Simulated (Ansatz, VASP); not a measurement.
SbAuSe3 in VASP and in Ansatz

```
CELL_PARAMETERS angstrom
4.89012 0.00000 0.00000
0.00000 4.89012 0.00000
0.00000 0.00000 5.71342
ATOMIC_POSITIONS crystal
Sb 0.00000 0.00000 0.13702
Se 0.50000 0.50000 0.00015
Se 0.00000 0.50000 0.39356
Se 0.50000 0.00000 0.39356
Au 0.50000 0.50000 0.53571
```

Alike in both runs: functional PBE; k mesh 4 × 4 × 4; occupations gaussian, width 0.1 eV; no spin polarisation.

Ansatz relaxed the structure, and its values are those at the end. VASP's run is a single point on that final structure, the one shown.

```csv
,VASP,Ansatz
version,VASP 6.6.1,Ansatz 0.2.0
potentials or method,"VASP PAW PBE potentials, release 64 (Sb, Se, Au), cutoff 520 eV","scalar-relativistic, plane waves, PAW"
valence electrons in the cell,34,82
```

|  | VASP | Ansatz | Ansatz less VASP |
| --- | --- | --- | --- |
| gap on the k mesh at the Fermi level (eV) | none | none | - |
| pressure (GPa) | 0.0 | 0.0 | +0.04 |
| rms of the force components (eV/Å) | 0.004 | 0.005 | +0.0008 |

A gap of «none» marks a metal or a gap that the smearing closes. The functional is the same, so the differences come from potentials, cutoffs and numerics. VASP's potentials hold 34 valence electrons a cell and Ansatz's 82, so a difference there can come from the potentials and not from the codes.

Spin-orbit coupling is off throughout.
